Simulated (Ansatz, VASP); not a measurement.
**Cd in VASP and in Ansatz**

Contents of INCAR:

```
SYSTEM = Cd
  PREC = Accurate
  ENCUT = 600
  EDIFF = 1E-6
  ISMEAR = -1
  SIGMA = 0.1
  LREAL = .False.
  LASPH = .True.
  NELM = 100
  ALGO = Normal
  ISIF = 3
  LWAVE = .False.
  LCHARG = .False.
  GGA = PS
  IBRION = 2
  NSW = 80
  EDIFFG = -0.01
```

Contents of KPOINTS:

```
regular mesh
0
Gamma
  11 11 11
  0 0 0
```

POSCAR

```
Cd
1.0
    2.8566758760      0.0000000000      0.0000000000
    0.0000000000      2.8566758760      0.0000000000
    0.0000000000      0.0000000000      2.8566758760
Cd
1
Direct
    0.0000000000      0.0000000000      0.0000000000
```

Input for Ansatz:

```yaml
crystal:
  lattice:
    - [2.856675876, 0.0, 0.0]
    - [0.0, 2.856675876, 0.0]
    - [0.0, 0.0, 2.856675876]
  atoms:
    - { symbol: Cd, position: [0.0, 0.0, 0.0] }
hamiltonian:
  xc: pbesol
  pseudopotentials:
    kind: paw
    azcp:
      Cd: "pseudopotentials/Cd.paw.azcp"
basis:
  ecutwfc: 420
  fft_grid_basis: typed
kpoints:
  mp_grid: { grid: [11, 11, 11], shift: [0, 0, 0] }
magnetization:
  spin_polarized: false
scf:
  occupations: { method: fermi_dirac, width: 0.1 }
relax:
  max_steps: 60
  f_tol: 0.01
  cell: {}
output:
  write_density: true
  write_potential: true
  elf: true
  volumetric_format: npy
```

Alike in both runs: task relaxation of cell and atoms; functional PBEsol; k mesh 11 × 11 × 11; occupations fermi-dirac, width 0.1 eV; no spin polarisation.

```csv
,VASP,Ansatz
version,VASP 6.6.1,Ansatz 0.2.0
potentials or method,"VASP PAW PBE potentials, release 64 (Cd), cutoff 600 eV","plane waves (420 eV) with PAW, scalar-relativistic"
valence electrons in the cell,12,20
```

```csv
,VASP,Ansatz,Ansatz less VASP
relaxed volume (Å³/atom),24.60,24.49,-0.108
relaxed cell length with the largest relative difference (Å),2.908,2.904,-0.0043
```

VASP's potentials were made for PBE, not for PBEsol, and Ansatz warns of the same on its side. VASP's potentials hold 12 valence electrons a cell and Ansatz's 20, so a difference there can come from the potentials and not from the codes.
